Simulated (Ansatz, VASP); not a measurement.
# TiC: VASP beside Ansatz

INCAR

```
SYSTEM = TiC
  ALGO = Normal
  EDIFF = 1E-6
  ENCUT = 520
  GGA = PS
  ISIF = 2
  ISMEAR = -1
  LASPH = .TRUE.
  LCHARG = .FALSE.
  LREAL = .FALSE.
  LWAVE = .FALSE.
  NBANDS = 15
  NELM = 100
  PREC = Accurate
  SIGMA = 0.03
```

Contents of KPOINTS:

```
k-points
0
G
  16 16 16
  0 0 0
```

File POSCAR:

```
TiC
1.0
    0.0432800000      2.1856400000      2.1856400000
    2.1856400000      0.0432800000      2.1856400000
    2.1856400000      2.1856400000      0.0432800000
Ti C
1 1
Direct
    0.0000000000      0.0000000000      0.0000000000
    0.5000000000      0.5000000000      0.5000000000
```

Input for Ansatz:

```yaml
crystal:
  lattice:
    - [0.04328, 2.18564, 2.18564]
    - [2.18564, 0.04328, 2.18564]
    - [2.18564, 2.18564, 0.04328]
  atoms:
    - { symbol: Ti, position: [0.0, 0.0, 0.0] }
    - { symbol: C, position: [0.5, 0.5, 0.5] }
kpoints:
  mp_grid: { grid: [16, 16, 16] }
  band_path:
    path:
      - [0.0, 0.0, 0.0]
      - [0.5, 0.5, 0.5]
      - [0.2451701269, 0.5, 0.7548298731]
      - [-0.2451701269, 0.2451701269, 0.5]
      - [0.0, 0.0, 0.5]
      - [0.0, 0.0, 0.0]
      - [-0.3725850634, 0.0, 0.3725850634]
      - [0.0, 0.3725850634, 0.6274149366]
      - [0.0, 0.5, 0.5]
    npoints: 5
scf:
  occupations: { method: fermi_dirac, width: 0.03 }
hamiltonian:
  xc: pbesol
  pseudopotentials: { kind: all_electron, lapw: { basis_error: 0.001 } }
output:
  forces: true
  stress: true
  eigenvalues: true
```

Change from the starting cell: equal xy, yz and zx shear strains of +2 %.

Alike in both runs: task single point; functional PBEsol; k mesh 16 × 16 × 16; occupations fermi-dirac, width 0.03 eV; no spin polarisation.

|  | VASP | Ansatz |
| --- | --- | --- |
| version | VASP 6.6.1 | Ansatz 0.2.0 |
| potentials or method | VASP PAW PBE potentials, release 64 (Ti_sv, C), cutoff 520 eV | all-electron LAPW, scalar-relativistic |

|  | VASP | Ansatz | Ansatz less VASP |
| --- | --- | --- | --- |
| pressure (GPa) | -5.8 | -6.1 | -0.28 |
| traceless stress, the component that is largest in VASP (GPa) | -3.35 | -3.37 | -0.015 |

VASP's potentials were made for PBE, not for PBEsol. Ansatz ran all-electron here, and VASP with PAW potentials.
